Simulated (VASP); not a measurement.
BeS: elastic constants with LDA

The system is BeS.

```
CELL_PARAMETERS angstrom
0.00000 2.30606 2.30606
2.30606 0.00000 2.30606
2.30606 2.30606 0.00000
ATOMIC_POSITIONS crystal
Be 0.00000 0.00000 0.00000
S 0.75000 0.75000 0.75000
```

```
Program                   : VASP 6.6.1
Task                      : elastic constants
Functional                : LDA
Potentials or basis       : VASP PAW LDA potentials, release 64 (Be, S)
Cutoff                    : 600 eV
k mesh                    : 10 × 10 × 10
Occupations               : gaussian, width 0.01 eV
Spin                      : no spin polarisation
Dipole correction         : no
Ions in elastic constants : relaxed
Further INCAR settings    : ALGO = Normal; EDIFF = 1e-08; IBRION = 6; POTIM = 0.015; NSW = 1; ISIF = 3
```

The elastic constants C11, C12, C44 are 211, 105, 102 GPa. The voigt bulk modulus is 140 GPa. The highest phonon frequency at Γ, LO-TO splitting left out is 693 cm⁻¹.

Phonon frequencies in cm⁻¹ (negative: imaginary):
| q point | frequencies |
| --- | --- |
| (0.000, 0.000, 0.000) | 0 0 0 693 693 693 |

Elastic tensor in Voigt notation (GPa, in the Cartesian axes of the cell as first typed):
```
211 105 105   0   0   0
105 211 105   0   0   0
105 105 211   0   0   0
  0   0   0 102   0   0
  0   0   0   0 102   0
  0   0   0   0   0 102
```

Clamped-ion elastic tensor (GPa):
```
211 105 105   0   0   0
105 211 105   0   0   0
105 105 211   0   0   0
  0   0   0 148   0   0
  0   0   0   0 148   0
  0   0   0   0   0 148
```

It took 5.4 min on 1 thread of Intel(R) Xeon(R) Platinum 8488C (Sapphire Rapids), with other jobs on the host, peak memory 0.27 GiB.

Caveat: the cell is under stress, which shifts elastic constants.
